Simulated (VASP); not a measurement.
A run of VASP 6.6.1:

Contents of INCAR:

```
SYSTEM = Ca
PREC = Accurate
ENCUT = 520
EDIFF = 1E-6
ISMEAR = -1
SIGMA = 0.1
LREAL = .False.
LASPH = .True.
NELM = 80
ALGO = Normal
ISIF = 2
LWAVE = .False.
LCHARG = .False.
LDIPOL = .True.
IDIPOL = 3
DIPOL = 0.5 0.5 0.500
GGA = PS
EFIELD = -0.1
NBANDS = 33
```

File KPOINTS:

```
Automatic mesh
0
Gamma
  11 11 1
  0 0 0
```

POSCAR

```
Ca
1.0
    3.8579598800      0.0000000000      0.0000000000
   -1.9289799400      3.3410912629      0.0000000000
    0.0000000000      0.0000000000     32.6000000000
Ca
5
Direct
    0.8333333333      0.1666666667      0.3092479501
    0.1666666667      0.8333333333      0.4034120216
    0.5000000000      0.5000000000      0.4999999380
    0.8333333333      0.1666666667      0.5965879476
    0.1666666667      0.8333333333      0.6907521427
```

Potentials or basis: VASP PAW PBE potentials, release 64 (Ca_sv).

Run with:

```bash
$ cat potpaw_PBE.64/Ca_sv/POTCAR > POTCAR
$ mpirun -np 1 vasp_std > vasp.out
```

Hardware: 1 thread of Oxide Virtual Turin-like Processor, on a shared host.

Problem. How long does it take, and how much memory?

Solution. Wall time 12 min on 1 thread of Oxide Virtual Turin-like Processor, on a shared host, peak memory 0.56 GiB. Counts: scf iterations 26, k points 16.
